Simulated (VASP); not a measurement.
A run of VASP 6.6.1:

Contents of POSCAR:

```
Al
1.0
   -1.5434821293      1.5434821293      1.5673504096
    1.5434821293     -1.5434821293      1.5673504096
    1.5434821293      1.5434821293     -1.5673504096
Al
1
Direct
    0.0000000000      0.0000000000      0.0000000000
```

The input INCAR.step1:

```
SYSTEM = Al
PREC = Accurate ; ENCUT = 520
ISMEAR = 0 ; SIGMA = 0.15
LREAL = .FALSE. ; LASPH = .TRUE.
NELM = 60 ; NBANDS = 8
GGA = PE ; ALGO = Normal
EDIFF = 1E-4 ; LWAVE = .TRUE.
LCHARG = .FALSE.
```

File INCAR.step2:

```
SYSTEM = Al
PREC = Accurate ; ENCUT = 520
EDIFF = 1E-6 ; ISMEAR = 0
SIGMA = 0.15 ; LREAL = .FALSE.
LASPH = .TRUE. ; NELM = 60
ALGO = Normal ; ISIF = 2
LWAVE = .FALSE. ; LCHARG = .FALSE.
METAGGA = R2SCAN ; LMIXTAU = .TRUE.
NBANDS = 8 ; ISTART = 1
```

File KPOINTS:

```
Automatic mesh
0
G
  20 20 20
  0 0 0
```

Potentials or basis: VASP PAW PBE potentials, release 64 (Al).

Command:

```console
$ cat potpaw_PBE.64/Al/POTCAR > POTCAR
$ cp INCAR.step1 INCAR
$ mpirun -np 1 vasp_std > vasp.out
$ cp INCAR.step2 INCAR
$ mpirun -np 1 vasp_std > vasp.out
```

Hardware: 1 thread of Intel(R) Xeon(R) Platinum 8488C (Sapphire Rapids) (shared host).

Task: Estimate the wall time of this run.

Result: Wall time 2.5 min on 1 thread of Intel(R) Xeon(R) Platinum 8488C (Sapphire Rapids), with other jobs on the host, peak memory 0.17 GiB. Counts: k points 641.
